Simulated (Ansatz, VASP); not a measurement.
# Ag in VASP and in Ansatz

INCAR

```
SYSTEM = Ag
  ALGO = Normal
  EDIFF = 1E-6
  EDIFFG = -0.005
  ENCUT = 600
  GGA = PE
  IBRION = 2
  ISIF = 3
  ISMEAR = -1
  LASPH = .TRUE.
  LCHARG = .FALSE.
  LREAL = .FALSE.
  LWAVE = .FALSE.
  NELM = 100
  NSW = 45
  PREC = Accurate
  SIGMA = 0.05
```

KPOINTS

```
k-points
0
G
  16 16 9
  0 0 0
```

The input POSCAR:

```
Ag
1.0
    2.9358262022      0.0000000000      0.0000000000
   -1.4679131011      2.5425000722      0.0000000000
    0.0000000000      0.0000000000      4.7909594216
Ag
2
Direct
    0.3333333333      0.6666666667      0.2500000000
    0.6666666667      0.3333333333      0.7500000000
```

Input for Ansatz:

```yaml
crystal:
  lattice:
    - [2.9358262022, 0.0, 0.0]
    - [-1.4679131011, 2.5425000722, 0.0]
    - [0.0, 0.0, 4.7909594216]
  atoms:
    - { symbol: Ag, position: [0.3333333333, 0.6666666667, 0.25] }
    - { symbol: Ag, position: [0.6666666667, 0.3333333333, 0.75] }
kpoints:
  mp_grid: { grid: [16, 16, 9] }
scf:
  occupations: { method: fermi_dirac, width: 0.05 }
hamiltonian:
  xc: pbe
  pseudopotentials:
    kind: all_electron
    lapw: { basis_error: 0.0005 }
    relativity: none
output:
  forces: true
  stress: true
  eigenvalues: true
  populations: true
relax:
  f_tol: 0.005
  max_steps: 25
  cell: {}
```

Alike in both runs: task relaxation of cell and atoms; functional PBE; k mesh 16 × 16 × 9; occupations fermi-dirac, width 0.05 eV; no spin polarisation.

```csv
,VASP,Ansatz
version,VASP 6.6.1,Ansatz 0.2.0
potentials or method,"VASP PAW PBE potentials, release 64 (Ag), cutoff 600 eV","all-electron LAPW, non-relativistic"
```

|  | VASP | Ansatz | Ansatz less VASP |
| --- | --- | --- | --- |
| relaxed volume (Å³/atom) | 17.84 | 19.31 | +1.467 |
| relaxed length of the cell vector where the two differ most in proportion (Å) | 2.934 | 3.013 | +0.0794 |

Ansatz ran all-electron here, and VASP with PAW potentials.
